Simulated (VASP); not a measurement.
Input of a VASP 6.6.1 run:

INCAR

```
SYSTEM = Rb3Sr
PREC = Accurate
ENCUT = 500
EDIFF = 1E-6
ISMEAR = -1
SIGMA = 0.1
LREAL = .False.
LASPH = .True.
NELM = 120
ALGO = Normal
ISIF = 2
LWAVE = .False.
LCHARG = .False.
GGA = PE
NBANDS = 26
GGA_COMPAT = .False.
```

The input KPOINTS:

```
regular mesh
0
Gamma
  4 4 4
  0 0 0
```

Contents of POSCAR:

```
Rb3Sr
1.0
    0.0000000000      5.4402880000      5.4402880000
    5.4402880000      0.0000000000      5.4402880000
    5.4402880000      5.4402880000      0.0000000000
Rb Sr
3 1
Direct
    0.2500000000      0.2500000000      0.2500000000
    0.7500000000      0.7500000000      0.7500000000
    0.5000000000      0.5000000000      0.5000000000
    0.0000000000      0.0000000000      0.0000000000
```

Potentials or basis: VASP PAW PBE potentials, release 64 (Rb_sv, Sr_sv).

Launch:

```console
$ cat potpaw_PBE.64/Rb_sv/POTCAR potpaw_PBE.64/Sr_sv/POTCAR > POTCAR
$ mpirun -np 1 vasp_std > vasp.out
```

Problem. Estimate the pressure.

Solution. 0.0 GPa.
